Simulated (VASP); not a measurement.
# Re (Fm-3m) in VASP: a series of runs

The runs below take Re through single point, with LDA.

Everything below comes from runs of VASP 6.6.1. Logs are shortened: lines on timing, memory, paths and dates and some standing lists are left out, and cuts for length are marked.

**1. The cell of the first run**

It takes space group Fm-3m (No. 225, cubic). Conventional cell: a = 3.861 Å, b = 3.861 Å, c = 3.861 Å, α = 90.00°, β = 90.00°, γ = 90.00°. Within 3.6 Å of Re (site symmetry m-3m) lie 12 Re at 2.73 Å.

**2. Single point, LDA**

INCAR reads:

```
PREC = Accurate
ENCUT = 520
EDIFF = 1E-7
ISMEAR = -1
SIGMA = 0.08
LREAL = F
LASPH = T
NELM = 100
ALGO = Normal
ISIF = 2
LWAVE = F
LCHARG = T
GGA = CA
LELF = T
LVHAR = T
NBANDS = 10
```

KPOINTS reads:

```
regular mesh
0
Gamma
  18 18 18
```

POSCAR reads:

```
Re
1.0
    0.0000000000      1.9304798512      1.9304798512
    1.9304798512      0.0000000000      1.9304798512
    1.9304798512      1.9304798512      0.0000000000
Re
1
Direct
    0.0000000000      0.0000000000      0.0000000000
```

Potentials or basis: VASP PAW LDA potentials, release 64 (Re).

Started as:

```bash
> cat potpaw_LDA.64/Re/POTCAR > POTCAR
> mpirun -np 1 vasp_std > vasp.out
```

OUTCAR:

```text
PREC = Accurate
   ENCUT = 520
   EDIFF = 1E-7
   ISMEAR = -1
   LREAL = F
   LASPH = T
   NELM = 100
   ISIF = 2
   GGA = CA

 ion  position               nearest neighbor table
   1  0.000  0.000  0.000-

  LATTYP: Found a face centered cubic cell.
 ALAT       =     3.8609597024

  Lattice vectors:

 A1 = (   0.0000000000,   1.9304798512,   1.9304798512)
 A2 = (   1.9304798512,   0.0000000000,   1.9304798512)
 A3 = (   1.9304798512,   1.9304798512,   0.0000000000)

Analysis of symmetry for initial positions (statically):
=====================================================================
 Subroutine PRICEL returns:
 Original cell was already a primitive cell.

 Routine SETGRP: Setting up the symmetry group for a
 face centered cubic supercell.

 Subroutine GETGRP returns: Found 48 space group operations
 (whereof 48 operations were pure point group operations)
 out of a pool of 48 trial point group operations.

The static configuration has the point symmetry O_h .

Analysis of symmetry for dynamics (positions and initial velocities):
=====================================================================
 Subroutine PRICEL returns:
 Original cell was already a primitive cell.

 Routine SETGRP: Setting up the symmetry group for a
 face centered cubic supercell.

 Subroutine GETGRP returns: Found 48 space group operations
 (whereof 48 operations were pure point group operations)
 out of a pool of 48 trial point group operations.

The dynamic configuration has the point symmetry O_h .

 Subroutine INISYM returns: Found 48 space group operations
 (whereof 48 operations are pure point group operations),
 and found     1 'primitive' translations

----------------------------------------------------------------------------------------

                                     Primitive cell

  volume of cell :      14.3888

  direct lattice vectors                    reciprocal lattice vectors
     0.000000000  1.930479851  1.930479851    -0.259002962  0.259002962  0.259002962
     1.930479851  0.000000000  1.930479851     0.259002962 -0.259002962  0.259002962
     1.930479851  1.930479851  0.000000000     0.259002962  0.259002962 -0.259002962

  length of vectors
     2.730110787  2.730110787  2.730110787     0.448606290  0.448606290  0.448606290

  position of ions in fractional coordinates (direct lattice)
     0.000000000  0.000000000  0.000000000

  ion indices of the primitive-cell ions
   primitive index   ion index
                 1           1

----------------------------------------------------------------------------------------

 KPOINTS: regular mesh

Automatic generation of k-mesh.
 Grid dimensions read from file:
 generate k-points for:   18   18   18

 Generating k-lattice:

  Cartesian coordinates                     Fractional coordinates (reciprocal lattice)
    -0.014389053  0.014389053  0.014389053     0.055555556  0.000000000  0.000000000
     0.014389053 -0.014389053  0.014389053     0.000000000  0.055555556  0.000000000
     0.014389053  0.014389053 -0.014389053     0.000000000  0.000000000  0.055555556

  Length of vectors
     0.024922572  0.024922572  0.024922572

  Shift w.r.t. Gamma in fractional coordinates (k-lattice)
     0.000000000  0.000000000  0.000000000

 Subroutine IBZKPT returns following result:
 ===========================================

 Found    195 irreducible k-points:

 Following reciprocal coordinates:
            Coordinates               Weight
  0.000000  0.000000  0.000000      1.000000
  0.055556  0.000000  0.000000      8.000000
  0.111111  0.000000  0.000000      8.000000
  0.166667  0.000000  0.000000      8.000000
  0.222222  0.000000  0.000000      8.000000
  0.277778  0.000000  0.000000      8.000000
[... 16 lines left out ...]
 -0.277778  0.055556  0.000000     24.000000
 -0.222222  0.055556  0.000000     24.000000
 [... further k-points ...]
   k-points           NKPTS =    195   k-points in BZ     NKDIM =    195   number of bands    NBANDS=     10
   number of dos      NEDOS =    301   number of ions     NIONS =      1
   total plane-waves  NPLWV =   8000
   dimension x,y,z NGX =    20 NGY =   20 NGZ =   20
   dimension x,y,z NGXF=    40 NGYF=   40 NGZF=   40
   ions per type =               1
   NGX,Y,Z   is equivalent  to a cutoff of  12.18, 12.18, 12.18 a.u.
   NGXF,Y,Z  is equivalent  to a cutoff of  24.36, 24.36, 24.36 a.u.
 SYSTEM =  unknown system
   PREC   = accura    normal or accurate (medium, high low for compatibility)
   ISTART =      0    job   : 0-new  1-cont  2-samecut
   ICHARG =      2    charge: 1-file 2-atom 10-const
   ISPIN  =      1    spin polarized calculation?
   LNONCOLLINEAR =      F non collinear calculations
   LSORBIT =      F    spin-orbit coupling
   LASPH  =      T    aspherical Exc in radial PAW
   ENCUT  =  520.0 eV  38.22 Ry    6.18 a.u.   5.08  5.08  5.08*2*pi/ulx,y,z
   NELM   =    100;   NELMIN=  2; NELMDL= -5     # of ELM steps
   EDIFF  = 0.1E-06   stopping-criterion for ELM
   LREAL  =      F    real-space projection
   EDIFFG = 0.1E-05   stopping-criterion for IOM
   NSW    =      0    number of steps for IOM
   IBRION =     -1    ionic relax: 0-MD 1-quasi-New 2-CG
   NFREE  =      0    steps in history (QN), initial steepest desc. (CG)
   ISIF   =      2    stress and relaxation
   ISYM   =      2    0-nonsym 1-usesym 2-fastsym
   POTIM  = 0.5000    time-step for ionic-motion
   TEBEG  =    0.0;   TEEND  =   0.0 temperature during run
   PSTRESS=    0.0 pullay stress
   NELECT =       7.0000    total number of electrons
   NUPDOWN=      -1.0000    fix difference up-down
   EMIN   =  10.00;   EMAX   =-10.00  energy-range for DOS
   EFERMI =   0.00;   METHOD = LEGACY
   ISMEAR =    -1;   SIGMA  =   0.08  broadening in eV -4-tet -1-fermi 0-gaus
   EFERMI_NEDOS =   21; number of points for ismear=-14 and -15
   IALGO  =     38    algorithm
   IMIX   =      4    mixing-type and parameters
     AMIX     =   0.40;   BMIX     =  1.00
     AMIX_MAG =   1.60;   BMIX_MAG =  1.00
  volume/ion in A,a.u.               =      14.39        97.10
  Fermi-wavevector in a.u.,A,eV,Ry     =   1.287554  2.433125 22.555687  1.657796
  Thomas-Fermi vector in A             =   2.419562
   LORBIT       =      0    0 simple, 1 ext, 2 COOP (PROOUT), +10 PAW based schemes
   GGA     = CA    functional components
   LHFCALC =     F    Hartree Fock is set to
   AEXX    =    0.0000 exact exchange contribution
   IVDW    =     0    specifies the selected vdW correction
   LEPSILON=     F    determine dielectric tensor
   LRPA    =     F    only Hartree local field effects (RPA)
 non-spin polarized calculation
  energy-cutoff  :      520.00
  volume of cell :       14.39
 maximum number of plane-waves:       397
   NGX = 11   NGY = 11   NGZ = 11

 number of electron       7.0000001 magnetization

 Free energy of the ion-electron system (eV)
  ---------------------------------------------------
  ext. energy  EPLUGINS =         0.00000000
  ---------------------------------------------------
  free energy    TOTEN  =       -13.70077564 eV

  energy without entropy =      -13.68163339  energy(sigma->0) =      -13.69120451

 E-fermi :   8.4020     XC(G=0): -13.9636

 val. band max:        8.3755952351   @ k =   0.4444   0.0000   0.0000
 cond. band min:       8.4056859225   @ k =  -0.3333   0.2778   0.0000
 fundamental gap:      0.0300906874
 Fermi energy:         8.4019947747

 k-point     1 :       0.0000    0.0000    0.0000
  band No.  band energies     occupation
      1      -1.8119      2.00000
      2       6.4043      2.00000
      3       6.4043      2.00000
      4       6.4043      2.00000
      5       9.6885      0.00000
      6       9.6885      0.00000
      7      22.3923      0.00000
      8      28.1323      0.00000
      9      28.1323      0.00000
     10      28.1323      0.00000

 k-point     2 :       0.0556    0.0000    0.0000
  band No.  band energies     occupation
      1      -1.6636      2.00000
      2       6.3028      2.00000
      3       6.4748      2.00000
      4       6.4748      2.00000
      5       9.6301      0.00000
      6       9.6301      0.00000
      7      22.6833      0.00000
      8      27.3826      0.00000
      9      28.4054      0.00000
     10      28.4054      0.00000

 k-point     3 :       0.1111    0.0000    0.0000
  band No.  band energies     occupation
      1      -1.2356      2.00000
      2       6.0430      2.00000
      3       6.6584      2.00000
      4       6.6584      2.00000
      5       9.4998      0.00000
      6       9.4998      0.00000
      7      23.4705      0.00000
      8      26.0243      0.00000
      9      29.1991      0.00000
     10      29.1991      0.00000

 k-point     4 :       0.1667    0.0000    0.0000
  band No.  band energies     occupation
      1      -0.5855      2.00000
      2       5.7434      2.00000
      3       6.8594      2.00000
      4       6.8594      2.00000
      5       9.4338      0.00001
      6       9.4338      0.00001
      7      24.0240      0.00000
      8      25.2610      0.00000
      9      30.4456      0.00000
     10      30.4456      0.00000
[... 222 lines left out ...]
 k-point    22 :      -0.3333    0.0556    0.0000
  band No.  band energies     occupation
      1       1.4343      2.00000
      2       6.4162      2.00000
      3       6.5192      2.00000
      4       6.5904      2.00000
      5      10.6495      0.00000
      6      11.7549      0.00000
      7      20.7808      0.00000
      8      24.4544      0.00000
      9      30.3535      0.00000
     10      32.3855      0.00000

 k-point    23 :      -0.2778    0.0556    0.0000
  band No.  band energies     occupation
      1       1.1346      2.00000
      2       5.7515      2.00000
      3       6.6705      2.00000
      4       6.8259      2.00000
      5       9.8507      0.00000
      6      11.0022      0.00000
      7      21.8059      0.00000
      8      26.0331      0.00000
      9      31.5693      0.00000
     10      32.5532      0.00000

 k-point    24 :      -0.2222    0.0556    0.0000
  band No.  band energies     occupation
      1       0.5380      2.00000
      2       5.4531      2.00000
      3       6.8791      2.00000
      4       7.0131      2.00000
      5       9.2381      0.00006
      6      10.3340      0.00000
      7      22.8769      0.00000
      8      26.5051      0.00000
      9      31.2595      0.00000
     10      32.7329      0.00000

 [... further k-points ...]

------------------------ aborting loop because EDIFF is reached ----------------------------------------

  FORCE on cell =-STRESS in cart. coord.  units (eV):
  Direction    XX          YY          ZZ          XY          YZ          ZX
  --------------------------------------------------------------------------------------
  -------------------------------------------------------------------------------------
  Total        0.1295250      0.1295250      0.1295250      0.0000000      0.0000000      0.0000000
  in kB       14.4224331     14.4224331     14.4224331      0.0000000      0.0000000      0.0000000
  external PRESSURE =      14.4224331 kB  Pullay stress =       0.0000000 kB

 VOLUME and BASIS-vectors are now :
 -----------------------------------------------------------------------------
  energy-cutoff  :      520.00
  volume of cell :       14.39
      direct lattice vectors                 reciprocal lattice vectors
     0.000000000  1.930479851  1.930479851    -0.259002962  0.259002962  0.259002962
     1.930479851  0.000000000  1.930479851     0.259002962 -0.259002962  0.259002962
     1.930479851  1.930479851  0.000000000     0.259002962  0.259002962 -0.259002962

 POSITION                                       TOTAL-FORCE (eV/Angst)
 -----------------------------------------------------------------------------------
      0.00000      0.00000      0.00000        -0.000000     -0.000000     -0.000000
 -----------------------------------------------------------------------------------
    total drift:                               -0.000000     -0.000000     -0.000000

  FREE ENERGIE OF THE ION-ELECTRON SYSTEM (eV)
  ---------------------------------------------------
  free  energy   TOTEN  =       -13.7007756353 eV

  energy  without entropy=      -13.6816333899  energy(sigma->0) =      -13.69120451
```

Run time: 40 s. Hardware: 1 thread of AMD EPYC, shared host; peak memory 0.11 GiB.

Results:

```yaml
Free_energy: -13.7008 eV
Pressure: 1.4 GPa
```

Caveat: spin-orbit coupling is left out, which moves the levels of the heavy elements.

**3. Single point, LDA**

INCAR reads:

```
PREC = Accurate
ENCUT = 500
EDIFF = 1E-6
ISMEAR = -1
SIGMA = 0.08
LREAL = F
LASPH = T
NELM = 120
ALGO = Normal
ISIF = 2
LWAVE = F
LCHARG = T
GGA = CA
LELF = T
LVHAR = T
NBANDS = 14
GGA_COMPAT = F
```

KPOINTS is that of step 2.

POSCAR is that of step 2.

Potentials or basis: VASP PAW LDA potentials, release 64 (Re_sv_GW).

Started as:

```bash
> cat potpaw_LDA.64/Re_sv_GW/POTCAR > POTCAR
> mpirun -np 1 vasp_std > vasp.out
```

OUTCAR:

```text
PREC = Accurate
   ENCUT = 500
   EDIFF = 1E-6
   ISMEAR = -1
   LREAL = F
   LASPH = T
   NELM = 120
   ISIF = 2
   GGA = CA

 ion  position               nearest neighbor table
   1  0.000  0.000  0.000-

  LATTYP: Found a face centered cubic cell.
 ALAT       =     3.8609597024

  Lattice vectors:

 A1 = (   0.0000000000,   1.9304798512,   1.9304798512)
 A2 = (   1.9304798512,   0.0000000000,   1.9304798512)
 A3 = (   1.9304798512,   1.9304798512,   0.0000000000)

Analysis of symmetry for initial positions (statically):
=====================================================================
 Subroutine PRICEL returns:
 Original cell was already a primitive cell.

 Routine SETGRP: Setting up the symmetry group for a
 face centered cubic supercell.

 Subroutine GETGRP returns: Found 48 space group operations
 (whereof 48 operations were pure point group operations)
 out of a pool of 48 trial point group operations.

The static configuration has the point symmetry O_h .

Analysis of symmetry for dynamics (positions and initial velocities):
=====================================================================
 Subroutine PRICEL returns:
 Original cell was already a primitive cell.

 Routine SETGRP: Setting up the symmetry group for a
 face centered cubic supercell.

 Subroutine GETGRP returns: Found 48 space group operations
 (whereof 48 operations were pure point group operations)
 out of a pool of 48 trial point group operations.

The dynamic configuration has the point symmetry O_h .

 Subroutine INISYM returns: Found 48 space group operations
 (whereof 48 operations are pure point group operations),
 and found     1 'primitive' translations

----------------------------------------------------------------------------------------

                                     Primitive cell

  volume of cell :      14.3888

  direct lattice vectors                    reciprocal lattice vectors
     0.000000000  1.930479851  1.930479851    -0.259002962  0.259002962  0.259002962
[... 113 lines left out ...]
   LEPSILON=     F    determine dielectric tensor
   LRPA    =     F    only Hartree local field effects (RPA)
 non-spin polarized calculation
  energy-cutoff  :      500.00
  volume of cell :       14.39
 maximum number of plane-waves:       376
   NGX =  9   NGY =  9   NGZ =  9

 number of electron      15.0000001 magnetization

 Free energy of the ion-electron system (eV)
  ---------------------------------------------------
  ext. energy  EPLUGINS =         0.00000000
  ---------------------------------------------------
  free energy    TOTEN  =       -15.31093756 eV

  energy without entropy =      -15.29167656  energy(sigma->0) =      -15.30130706

 E-fermi :  13.4413     XC(G=0): -14.5548

 val. band max:       13.4284618805   @ k =   0.4444   0.0000   0.0000
 cond. band min:      13.4429265278   @ k =  -0.3333   0.2778   0.0000
 fundamental gap:      0.0144646473
 Fermi energy:        13.4413337396

 k-point     1 :       0.0000    0.0000    0.0000
  band No.  band energies     occupation
      1     -66.2491      2.00000
      2     -27.6758      2.00000
      3     -27.6758      2.00000
      4     -27.6758      2.00000
      5       3.2511      2.00000
      6      11.4552      2.00000
      7      11.4552      2.00000
      8      11.4552      2.00000
      9      14.7418      0.00000
     10      14.7418      0.00000
     11      26.5539      0.00000
     12      32.1948      0.00000
     13      32.1948      0.00000
     14      32.1948      0.00000
[... 377 lines left out ...]
      1     -66.1847      2.00000
      2     -28.3329      2.00000
      3     -27.8074      2.00000
      4     -27.7483      2.00000
      5       5.6127      2.00000
      6      10.4985      2.00000
      7      11.9254      2.00000
      8      12.0579      2.00000
      9      14.2736      0.00006
     10      15.3724      0.00000
     11      27.3346      0.00000
     12      30.8637      0.00000
     13      35.5312      0.00000
     14      37.1185      0.00000

 [... further k-points ...]

------------------------ aborting loop because EDIFF is reached ----------------------------------------

  FORCE on cell =-STRESS in cart. coord.  units (eV):
  Direction    XX          YY          ZZ          XY          YZ          ZX
  --------------------------------------------------------------------------------------
  -------------------------------------------------------------------------------------
  Total       -0.1031925     -0.1031925     -0.1031925      0.0000000     -0.0000000      0.0000000
  in kB      -11.4903401    -11.4903401    -11.4903401      0.0000000     -0.0000000      0.0000000
  external PRESSURE =     -11.4903401 kB  Pullay stress =       0.0000000 kB

 VOLUME and BASIS-vectors are now :
 -----------------------------------------------------------------------------
  energy-cutoff  :      500.00
  volume of cell :       14.39
      direct lattice vectors                 reciprocal lattice vectors
     0.000000000  1.930479851  1.930479851    -0.259002962  0.259002962  0.259002962
     1.930479851  0.000000000  1.930479851     0.259002962 -0.259002962  0.259002962
     1.930479851  1.930479851  0.000000000     0.259002962  0.259002962 -0.259002962

 POSITION                                       TOTAL-FORCE (eV/Angst)
 -----------------------------------------------------------------------------------
      0.00000      0.00000      0.00000        -0.000000      0.000000      0.000000
 -----------------------------------------------------------------------------------
    total drift:                                0.000000      0.000000      0.000000

  FREE ENERGIE OF THE ION-ELECTRON SYSTEM (eV)
  ---------------------------------------------------
  free  energy   TOTEN  =       -15.3109375627 eV

  energy  without entropy=      -15.2916765597  energy(sigma->0) =      -15.30130706
```

OSZICAR:

```text
N       E                     dE             d eps       ncg     rms          rms(c)
DAV:   1     0.704376902298E+02    0.70438E+02   -0.93950E+03  5632   0.106E+03
DAV:   2    -0.150534567157E+02   -0.85491E+02   -0.81068E+02  7086   0.294E+02
DAV:   3    -0.164253788176E+02   -0.13719E+01   -0.13662E+01  5916   0.329E+01
DAV:   4    -0.164278701099E+02   -0.24913E-02   -0.24912E-02  6576   0.185E+00
DAV:   5    -0.164278794644E+02   -0.93545E-05   -0.93551E-05  5958   0.933E-02    0.123E+02
DAV:   6    -0.154812593963E+02    0.94662E+00   -0.87760E-01  5724   0.910E+00    0.746E+01
DAV:   7    -0.153586120681E+02    0.12265E+00   -0.71760E-01  6060   0.783E+00    0.994E+00
DAV:   8    -0.153110561768E+02    0.47556E-01   -0.12743E-01  5586   0.362E+00    0.303E+00
DAV:   9    -0.153109724814E+02    0.83695E-04   -0.22208E-03  6090   0.465E-01    0.246E+00
DAV:  10    -0.153109379516E+02    0.34530E-04   -0.82738E-05  6108   0.988E-02    0.379E-01
DAV:  11    -0.153109375627E+02    0.38888E-06   -0.43321E-06  5922   0.228E-02
   1 F= -.15310938E+02 E0= -.15301307E+02  d E =-.192610E-01
```

Wall time 21 s (1 thread of Intel Xeon Platinum 8488C (Sapphire Rapids), shared host); peak memory 0.15 GiB.

What came out:

```
Free energy : -15.3109 eV
Pressure    : -1.1 GPa
```

Caveat: spin-orbit coupling is left out, which moves the levels of the heavy elements.
